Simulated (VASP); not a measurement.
# Ag (Fm-3m) in VASP: a series of runs

Runs on Ag. Level: r2SCAN. Tasks: single point, relaxation of cell and atoms.

Everything below comes from runs of VASP 6.6.1. Logs are shortened: lines on timing, memory, paths and dates and some standing lists are left out, and cuts for length are marked.

## 1. The cell of the first run

Symmetry: Fm-3m, No. 225, cubic system. Conventional cell: a = 4.104 Å, b = 4.104 Å, c = 4.104 Å, α = 90.00°, β = 90.00°, γ = 90.00°. Within 3.8 Å of Ag (site symmetry m-3m) lie 12 Ag at 2.90 Å.

## 2. Single point, r2SCAN

File POSCAR:

```
Ag
1.0
    0.0000000000      2.0518919674      2.0518919674
    2.0518919674      0.0000000000      2.0518919674
    2.0518919674      2.0518919674      0.0000000000
Ag
1
Direct
    0.0000000000      0.0000000000      0.0000000000
```

File INCAR.step1:

```
SYSTEM = Ag
PREC = Accurate
ENCUT = 520
ISMEAR = -1
SIGMA = 0.05
LREAL = .False.
LASPH = .True.
NELM = 60
NBANDS = 12
GGA = PE
ALGO = Normal
EDIFF = 1E-4
LWAVE = .True.
LCHARG = .False.
```

File INCAR.step2:

```
SYSTEM = Ag
PREC = Accurate
ENCUT = 520
EDIFF = 1E-7
ISMEAR = -1
SIGMA = 0.05
LREAL = .False.
LASPH = .True.
NELM = 60
ALGO = Normal
ISIF = 2
LWAVE = .False.
LCHARG = .True.
METAGGA = R2SCAN
LMIXTAU = .True.
LELF = .True.
LVHAR = .True.
NBANDS = 12
ISTART = 1
```

File KPOINTS:

```
regular mesh
0
Gamma
  18 18 18
  0 0 0
```

Potentials or basis: VASP PAW PBE potentials, release 64 (Ag).

Started as:

```console
cat potpaw_PBE.64/Ag/POTCAR > POTCAR
cp INCAR.step1 INCAR
mpirun -np 1 vasp_std > vasp.out
cp INCAR.step2 INCAR
mpirun -np 1 vasp_std > vasp.out
```

OUTCAR:

```text
SYSTEM = Ag
   PREC = Accurate
   ENCUT = 520
   EDIFF = 1E-7
   ISMEAR = -1
   LREAL = .False.
   LASPH = .True.
   NELM = 60
   ISIF = 2
   METAGGA = R2SCAN
   ISTART = 1

 ion  position               nearest neighbor table
   1  0.000  0.000  0.000-

  LATTYP: Found a face centered cubic cell.
 ALAT       =     4.1037839348

  Lattice vectors:

 A1 = (   0.0000000000,   2.0518919674,   2.0518919674)
 A2 = (   2.0518919674,   0.0000000000,   2.0518919674)
 A3 = (   2.0518919674,   2.0518919674,   0.0000000000)

Analysis of symmetry for initial positions (statically):
=====================================================================
 Subroutine PRICEL returns:
 Original cell was already a primitive cell.

 Routine SETGRP: Setting up the symmetry group for a
 face centered cubic supercell.

 Subroutine GETGRP returns: Found 48 space group operations
 (whereof 48 operations were pure point group operations)
 out of a pool of 48 trial point group operations.

The static configuration has the point symmetry O_h .

Analysis of symmetry for dynamics (positions and initial velocities):
=====================================================================
 Subroutine PRICEL returns:
 Original cell was already a primitive cell.

 Routine SETGRP: Setting up the symmetry group for a
 face centered cubic supercell.

 Subroutine GETGRP returns: Found 48 space group operations
 (whereof 48 operations were pure point group operations)
 out of a pool of 48 trial point group operations.

The dynamic configuration has the point symmetry O_h .

 Subroutine INISYM returns: Found 48 space group operations
 (whereof 48 operations are pure point group operations),
 and found     1 'primitive' translations

----------------------------------------------------------------------------------------

                                     Primitive cell

  volume of cell :      17.2780

  direct lattice vectors                    reciprocal lattice vectors
     0.000000000  2.051891967  2.051891967    -0.243677546  0.243677546  0.243677546
     2.051891967  0.000000000  2.051891967     0.243677546 -0.243677546  0.243677546
     2.051891967  2.051891967  0.000000000     0.243677546  0.243677546 -0.243677546

  length of vectors
     2.901813449  2.901813449  2.901813449     0.422061891  0.422061891  0.422061891

  position of ions in fractional coordinates (direct lattice)
     0.000000000  0.000000000  0.000000000

  ion indices of the primitive-cell ions
   primitive index   ion index
                 1           1

----------------------------------------------------------------------------------------

 KPOINTS: regular mesh

Automatic generation of k-mesh.
 Grid dimensions read from file:
 generate k-points for:   18   18   18

 Generating k-lattice:

  Cartesian coordinates                     Fractional coordinates (reciprocal lattice)
    -0.013537641  0.013537641  0.013537641     0.055555556  0.000000000  0.000000000
     0.013537641 -0.013537641  0.013537641     0.000000000  0.055555556  0.000000000
     0.013537641  0.013537641 -0.013537641     0.000000000  0.000000000  0.055555556

  Length of vectors
     0.023447883  0.023447883  0.023447883

  Shift w.r.t. Gamma in fractional coordinates (k-lattice)
     0.000000000  0.000000000  0.000000000

 Subroutine IBZKPT returns following result:
 ===========================================

 Found    195 irreducible k-points:

 Following reciprocal coordinates:
            Coordinates               Weight
  0.000000  0.000000  0.000000      1.000000
  0.055556  0.000000  0.000000      8.000000
  0.111111  0.000000  0.000000      8.000000
  0.166667  0.000000  0.000000      8.000000
  0.222222  0.000000  0.000000      8.000000
  0.277778  0.000000  0.000000      8.000000
[... 16 lines left out ...]
 -0.277778  0.055556  0.000000     24.000000
 -0.222222  0.055556  0.000000     24.000000
 [... further k-points ...]
   k-points           NKPTS =    195   k-points in BZ     NKDIM =    195   number of bands    NBANDS=     12
   number of dos      NEDOS =    301   number of ions     NIONS =      1
   total plane-waves  NPLWV =  13824
   dimension x,y,z NGX =    24 NGY =   24 NGZ =   24
   dimension x,y,z NGXF=    48 NGYF=   48 NGZF=   48
   ions per type =               1
   NGX,Y,Z   is equivalent  to a cutoff of  13.75, 13.75, 13.75 a.u.
   NGXF,Y,Z  is equivalent  to a cutoff of  27.50, 27.50, 27.50 a.u.
 SYSTEM =  Ag
   PREC   = accura    normal or accurate (medium, high low for compatibility)
   ISTART =      1    job   : 0-new  1-cont  2-samecut
   ICHARG =      0    charge: 1-file 2-atom 10-const
   ISPIN  =      1    spin polarized calculation?
   LNONCOLLINEAR =      F non collinear calculations
   LSORBIT =      F    spin-orbit coupling
   LASPH  =      T    aspherical Exc in radial PAW
   ENCUT  =  520.0 eV  38.22 Ry    6.18 a.u.   5.40  5.40  5.40*2*pi/ulx,y,z
   NELM   =     60;   NELMIN=  2; NELMDL=  0     # of ELM steps
   EDIFF  = 0.1E-06   stopping-criterion for ELM
   LREAL  =      F    real-space projection
   EDIFFG = 0.1E-05   stopping-criterion for IOM
   NSW    =      0    number of steps for IOM
   IBRION =     -1    ionic relax: 0-MD 1-quasi-New 2-CG
   NFREE  =      0    steps in history (QN), initial steepest desc. (CG)
   ISIF   =      2    stress and relaxation
   ISYM   =      2    0-nonsym 1-usesym 2-fastsym
   POTIM  = 0.5000    time-step for ionic-motion
   TEBEG  =    0.0;   TEEND  =   0.0 temperature during run
   PSTRESS=    0.0 pullay stress
   NELECT =      11.0000    total number of electrons
   NUPDOWN=      -1.0000    fix difference up-down
   EMIN   =  10.00;   EMAX   =-10.00  energy-range for DOS
   EFERMI =   0.00;   METHOD = LEGACY
   ISMEAR =    -1;   SIGMA  =   0.05  broadening in eV -4-tet -1-fermi 0-gaus
   EFERMI_NEDOS =   21; number of points for ismear=-14 and -15
   IALGO  =     38    algorithm
   IMIX   =      4    mixing-type and parameters
     AMIX     =   0.40;   BMIX     =  1.00
     AMIX_MAG =   1.60;   BMIX_MAG =  1.00
  volume/ion in A,a.u.               =      17.28       116.60
  Fermi-wavevector in a.u.,A,eV,Ry     =   1.408341  2.661379 26.986137  1.983425
  Thomas-Fermi vector in A             =   2.530509
   LORBIT       =      0    0 simple, 1 ext, 2 COOP (PROOUT), +10 PAW based schemes
   METAGGA = R2SCAN    functional components
   LHFCALC =     F    Hartree Fock is set to
   AEXX    =    0.0000 exact exchange contribution
   IVDW    =     0    specifies the selected vdW correction
   LEPSILON=     F    determine dielectric tensor
   LRPA    =     F    only Hartree local field effects (RPA)
 non-spin polarized calculation
  energy-cutoff  :      520.00
  volume of cell :       17.28
 maximum number of plane-waves:       483
 NGX is ok and might be reduce to    24
   NGX = 11   NGY = 11   NGZ = 11

 number of electron      10.9999999 magnetization

 Free energy of the ion-electron system (eV)
  ---------------------------------------------------
  ext. energy  EPLUGINS =         0.00000000
  ---------------------------------------------------
  free energy    TOTEN  =       -21.36108662 eV

  energy without entropy =      -21.35942311  energy(sigma->0) =      -21.36025486

 E-fermi :   8.2212     XC(G=0): -12.8771

 val. band max:        8.1836926368   @ k =   0.5000   0.1667   0.0556
 cond. band min:       8.3385557522   @ k =   0.5000   0.3333   0.1111
 fundamental gap:      0.1548631154
 Fermi energy:         8.2212082312

 k-point     1 :       0.0000    0.0000    0.0000
  band No.  band energies     occupation
      1       0.3902      2.00000
      2       3.1584      2.00000
      3       3.1584      2.00000
      4       3.1584      2.00000
      5       4.1788      2.00000
      6       4.1788      2.00000
      7      24.8699      0.00000
      8      28.5161      0.00000
      9      28.5161      0.00000
     10      28.5161      0.00000
     11      33.4417      0.00000
     12      34.4069      0.00000

 k-point     2 :       0.0556    0.0000    0.0000
  band No.  band energies     occupation
      1       0.4891      2.00000
      2       3.1363      2.00000
      3       3.1854      2.00000
      4       3.1854      2.00000
      5       4.1685      2.00000
      6       4.1685      2.00000
      7      24.8812      0.00000
      8      27.6366      0.00000
      9      28.5480      0.00000
     10      28.5480      0.00000
     11      33.4981      0.00000
     12      34.3135      0.00000

 k-point     3 :       0.1111    0.0000    0.0000
  band No.  band energies     occupation
      1       0.7738      2.00000
      2       3.0867      2.00000
      3       3.2557      2.00000
      4       3.2557      2.00000
      5       4.1485      2.00000
      6       4.1485      2.00000
      7      24.5708      0.00000
      8      26.2096      0.00000
      9      28.6217      0.00000
     10      28.6217      0.00000
     11      32.6514      0.00000
     12      33.9676      0.00000
[... 286 lines left out ...]
 k-point    23 :      -0.2778    0.0556    0.0000
  band No.  band energies     occupation
      1       1.8450      2.00000
      2       3.2896      2.00000
      3       3.3480      2.00000
      4       3.9064      2.00000
      5       4.3289      2.00000
      6       4.8901      2.00000
      7      17.9216      0.00000
      8      24.7256      0.00000
      9      26.9117      0.00000
     10      29.3642      0.00000
     11      31.2121      0.00000
     12      31.3718      0.00000

 k-point    24 :      -0.2222    0.0556    0.0000
  band No.  band energies     occupation
      1       1.7599      2.00000
      2       3.2172      2.00000
      3       3.4005      2.00000
      4       3.4524      2.00000
      5       4.1367      2.00000
      6       4.5169      2.00000
      7      20.1349      0.00000
      8      25.0312      0.00000
      9      27.4644      0.00000
     10      30.0483      0.00000
     11      30.7252      0.00000
     12      31.7001      0.00000

 [... further k-points ...]
[... 5 lines left out ...]
  --------------------------------------------------------------------------------------
  -------------------------------------------------------------------------------------
  Total        0.0152935      0.0152935      0.0152935      0.0000000      0.0000000      0.0000000
  in kB        1.4181573      1.4181573      1.4181573      0.0000000      0.0000000      0.0000000
  external PRESSURE =       1.4181573 kB  Pullay stress =       0.0000000 kB

 VOLUME and BASIS-vectors are now :
 -----------------------------------------------------------------------------
  energy-cutoff  :      520.00
  volume of cell :       17.28
      direct lattice vectors                 reciprocal lattice vectors
     0.000000000  2.051891967  2.051891967    -0.243677546  0.243677546  0.243677546
     2.051891967  0.000000000  2.051891967     0.243677546 -0.243677546  0.243677546
     2.051891967  2.051891967  0.000000000     0.243677546  0.243677546 -0.243677546

 POSITION                                       TOTAL-FORCE (eV/Angst)
 -----------------------------------------------------------------------------------
      0.00000      0.00000      0.00000         0.000000      0.000000      0.000000
 -----------------------------------------------------------------------------------
    total drift:                               -0.000000      0.000000     -0.000000

  FREE ENERGIE OF THE ION-ELECTRON SYSTEM (eV)
  ---------------------------------------------------
  free  energy   TOTEN  =       -21.3610866163 eV

  energy  without entropy=      -21.3594231110  energy(sigma->0) =      -21.36025486
```

Run time: 1.9 min. Hardware: 1 thread of Intel Xeon Platinum 8259CL at 2.50GHz (Skylake/Cascade Lake), shared host; peak memory 0.17 GiB.

Results:

```
Free energy : -21.3611 eV
Pressure    : 0.1 GPa
```

Caveat: the PAW data sets were made with another functional, which shifts forces and pressure a little.

## 3. Relaxation of cell and atoms, r2SCAN

POSCAR is that of step 2.

File INCAR.step1:

```
PREC = Accurate
ENCUT = 600
ISMEAR = -1
SIGMA = 0.05
LREAL = False
LASPH = True
NELM = 80
GGA = PE
ALGO = Normal
EDIFF = 1E-4
LWAVE = True
LCHARG = False
```

File INCAR.step2:

```
PREC = Accurate
ENCUT = 600
EDIFF = 1E-7
ISMEAR = -1
SIGMA = 0.05
LREAL = False
LASPH = True
NELM = 80
ALGO = Normal
ISIF = 3
LWAVE = False
LCHARG = False
METAGGA = R2SCAN
LMIXTAU = True
IBRION = 2
NSW = 60
EDIFFG = -0.005
ISTART = 1
```

File KPOINTS:

```
regular mesh
0
Gamma
  18 18 18
```

Potentials or basis: VASP PAW PBE potentials, release 64 (Ag).

Started as:

```console
cat potpaw_PBE.64/Ag/POTCAR > POTCAR
cp INCAR.step1 INCAR
mpirun -np 1 vasp_std > vasp.out
cp INCAR.step2 INCAR
mpirun -np 1 vasp_std > vasp.out
```

OUTCAR:

```text
PREC = Accurate
   ENCUT = 600
   EDIFF = 1E-7
   ISMEAR = -1
   LREAL = False
   LASPH = True
   NELM = 80
   ISIF = 3
   METAGGA = R2SCAN
   IBRION = 2
   NSW = 60
   EDIFFG = -0.005
   ISTART = 1

 ion  position               nearest neighbor table
   1  0.000  0.000  0.000-

  LATTYP: Found a face centered cubic cell.
 ALAT       =     4.1037839348

  Lattice vectors:

 A1 = (   0.0000000000,   2.0518919674,   2.0518919674)
 A2 = (   2.0518919674,   0.0000000000,   2.0518919674)
 A3 = (   2.0518919674,   2.0518919674,   0.0000000000)

Analysis of symmetry for initial positions (statically):
=====================================================================
 Subroutine PRICEL returns:
 Original cell was already a primitive cell.

 Routine SETGRP: Setting up the symmetry group for a
 face centered cubic supercell.

 Subroutine GETGRP returns: Found 48 space group operations
 (whereof 48 operations were pure point group operations)
 out of a pool of 48 trial point group operations.

[... 166 lines left out ...]
  --------------------------------------------------------------------------------------
  -------------------------------------------------------------------------------------
  Total        0.0159965      0.0159965      0.0159965     -0.0000000     -0.0000000      0.0000000
  in kB        1.4833432      1.4833432      1.4833432     -0.0000000     -0.0000000      0.0000000
  external PRESSURE =       1.4833432 kB  Pullay stress =       0.0000000 kB
[... 57 lines left out ...]
--------------------------------------- Ionic step        3  -------------------------------------------

 number of electron      10.9999999 magnetization

 Free energy of the ion-electron system (eV)
  ---------------------------------------------------
  ext. energy  EPLUGINS =         0.00000000
  ---------------------------------------------------
  free energy    TOTEN  =       -21.36062019 eV

  energy without entropy =      -21.35895088  energy(sigma->0) =      -21.35978553

 E-fermi :   8.2045     XC(G=0): -12.8674

 val. band max:        8.1669526487   @ k =   0.5000   0.1667   0.0556
 cond. band min:       8.3209004851   @ k =   0.5000   0.3333   0.1111
 fundamental gap:      0.1539478364
 Fermi energy:         8.2044943889

 k-point     1 :       0.0000    0.0000    0.0000
  band No.  band energies     occupation
      1       0.3834      2.00000
      2       3.1454      2.00000
      3       3.1454      2.00000
      4       3.1454      2.00000
      5       4.1634      2.00000
      6       4.1634      2.00000
      7      24.8506      0.00000
      8      28.4880      0.00000
      9      28.4880      0.00000
[... 265 lines left out ...]
 k-point    24 :      -0.2222    0.0556    0.0000
  band No.  band energies     occupation
      1       1.7511      2.00000
      2       3.2047      2.00000
      3       3.3870      2.00000
      4       3.4394      2.00000
      5       4.1215      2.00000
      6       4.5011      2.00000
      7      20.1076      0.00000
      8      25.0065      0.00000
      9      27.4336      0.00000

 [... further k-points ...]
[... 5 lines left out ...]
  --------------------------------------------------------------------------------------
  -------------------------------------------------------------------------------------
  Total        0.0019505      0.0019505      0.0019505     -0.0000000      0.0000000      0.0000000
  in kB        0.1806350      0.1806350      0.1806350     -0.0000000      0.0000000      0.0000000
  external PRESSURE =       0.1806350 kB  Pullay stress =       0.0000000 kB
[... 16 lines left out ...]
  FREE ENERGIE OF THE ION-ELECTRON SYSTEM (eV)
  ---------------------------------------------------
  free  energy   TOTEN  =       -21.3606201869 eV

  energy  without entropy=      -21.3589508790  energy(sigma->0) =      -21.35978553

 reached required accuracy - stopping structural energy minimisation
```

OUTCAR.step1:

```text
PREC = Accurate
   ENCUT = 600
   ISMEAR = -1
   LREAL = False
   LASPH = True
   NELM = 80
[... 502 lines left out ...]
 POSITION                                       TOTAL-FORCE (eV/Angst)
 -----------------------------------------------------------------------------------
      0.00000      0.00000      0.00000         0.000000      0.000000     -0.000000
 -----------------------------------------------------------------------------------
    total drift:                               -0.000000      0.000000     -0.000000

  FREE ENERGIE OF THE ION-ELECTRON SYSTEM (eV)
  ---------------------------------------------------
  free  energy   TOTEN  =        -2.7157730398 eV

  energy  without entropy=       -2.7141025471  energy(sigma->0) =       -2.71493779
```

Run time: 3 min. Hardware: 1 thread of Intel Xeon Platinum 8259CL at 2.50GHz (Skylake/Cascade Lake), shared host; peak memory 0.18 GiB.

What came out:

| Item | Value |
| --- | --- |
| Free energy | -21.3606 eV |
| Relaxed volume | 17.30 Å³/atom |
| Relaxed cell | a = 2.903 Å, b = 2.903 Å, c = 2.903 Å, α = 60.00°, β = 60.00°, γ = 60.00° |
| Space group after relaxing (to 0.05 Å) | Fm-3m (No. 225) |
| Energy gained by relaxing | 0.0 meV/atom |
| Ionic steps | 3 |
| Pressure after relaxing | 0.0 GPa |

Final structure:
```
Ag
1.0
     0.00000    2.05277    2.05277
     2.05277    0.00000    2.05277
     2.05277    2.05277    0.00000
Ag
1
Direct
  0.00000 0.00000 0.00000
```

Caveat: the PAW data sets were made with another functional, which shifts forces and pressure a little.
